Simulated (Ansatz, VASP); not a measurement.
## Two plane-wave programs on Ga3Se

Contents of POSCAR:

```
Ga3Se
1.0
    4.4324650000      0.0000000000      0.0000000000
    0.0000000000      4.4324650000      0.0000000000
    0.0000000000      0.0000000000      4.4324650000
Se Ga
1 3
Direct
    0.0000000000      0.0000000000      0.0000000000
    0.5000000000      0.5000000000      0.0000000000
    0.5000000000      0.0000000000      0.5000000000
    0.0000000000      0.5000000000      0.5000000000
```

The input INCAR.step1:

```
SYSTEM = Ga3Se
  PREC = Accurate
  ENCUT = 520
  EDIFF = 1E-5
  ISMEAR = -1
  SIGMA = 0.05
  LREAL = .False.
  LASPH = .True.
  NELM = 100
  ALGO = Normal
  ISIF = 2
  LWAVE = .True.
  LCHARG = .False.
  NBANDS = 30
  GGA = PE
  KPAR = 4
```

File INCAR.step2:

```
SYSTEM = Ga3Se
  PREC = Accurate
  ENCUT = 520
  EDIFF = 1E-6
  ISMEAR = -1
  SIGMA = 0.05
  LREAL = .False.
  LASPH = .True.
  NELM = 100
  ALGO = Normal
  ISIF = 2
  LWAVE = .False.
  LCHARG = .False.
  GGA = PE
  LHFCALC = .True.
  AEXX = 0.25
  PRECFOCK = Normal
  NBANDS = 30
  ISTART = 1
  KPAR = 4
```

Contents of KPOINTS:

```
regular mesh
0
Gamma
  4 4 4
  0 0 0
```

input

```
crystal:
  lattice:
    - [4.432465, 0.0, 0.0]
    - [0.0, 4.432465, 0.0]
    - [0.0, 0.0, 4.432465]
  atoms:
    - { symbol: Se, position: [0.0, 0.0, 0.0] }
    - { symbol: Ga, position: [0.5, 0.5, 0.0] }
    - { symbol: Ga, position: [0.5, 0.0, 0.5] }
    - { symbol: Ga, position: [0.0, 0.5, 0.5] }
hamiltonian:
  xc: pbe0
  pseudopotentials: { kind: paw }
kpoints:
  mp_grid: { grid: [4, 4, 4] }
scf:
  occupations: { method: fermi_dirac, width: 0.05 }
output:
  forces: true
  stress: true
  eigenvalues: true
```

Alike in both runs: task single point; functional PBE0; k mesh 4 × 4 × 4; occupations fermi-dirac, width 0.05 eV; no spin polarisation.

|  | VASP | Ansatz |
| --- | --- | --- |
| version | VASP 6.6.1 | Ansatz 0.2.0 |
| potentials or method | VASP PAW PBE potentials, release 64 (Se, Ga_d) | Ansatz PAW |
| plane-wave cutoff (eV) | 520 | 420 |
| valence electrons in the cell | 45 | 55 |

|  | VASP | Ansatz | Ansatz less VASP |
| --- | --- | --- | --- |
| gap on the k mesh at the Fermi level (eV) | none | none | - |
| pressure (GPa) | -0.9 | -0.8 | +0.06 |

A gap of «none» marks a metal or a gap that the smearing closes. VASP's potentials hold 45 valence electrons a cell and Ansatz's 55, so a difference there can come from the potentials and not from the codes.
